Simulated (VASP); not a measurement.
Input of a VASP 6.6.1 run:

The input INCAR:

```
PREC     = Accurate       # precision mode
ENCUT    = 500            # plane-wave cutoff, eV
EDIFF    = 1E-6           # SCF threshold, eV
ISMEAR   = 0              # smearing method
SIGMA    = 0.1            # smearing width, eV
LREAL    = F              # projectors in reciprocal space
LASPH    = T              # aspherical terms in the spheres
NELM     = 120            # most SCF steps
ALGO     = Normal         # electronic algorithm
ISIF     = 2              # what is computed and relaxed
LWAVE    = F              # write WAVECAR
LCHARG   = F              # write CHGCAR
GGA      = CA             # functional
NBANDS   = 8              # bands
GGA_COMPAT= F
```

Contents of KPOINTS:

```
Automatic mesh
0
Gamma
  14 14 14
```

POSCAR

```
Al
1.0
   -1.5957183179      1.5957183179      1.5957183179
    1.5957183179     -1.5957183179      1.5957183179
    1.5957183179      1.5957183179     -1.5957183179
Al
1
Direct
    0.0000000000      0.0000000000      0.0000000000
```

Potentials or basis: VASP PAW LDA potentials, release 64 (Al).

The run is started by

```bash
$ cat potpaw_LDA.64/Al/POTCAR > POTCAR
$ mpirun -np 1 vasp_std > vasp.out
```

(1) Predict the pressure.

Results:

(1) 0.1 GPa.
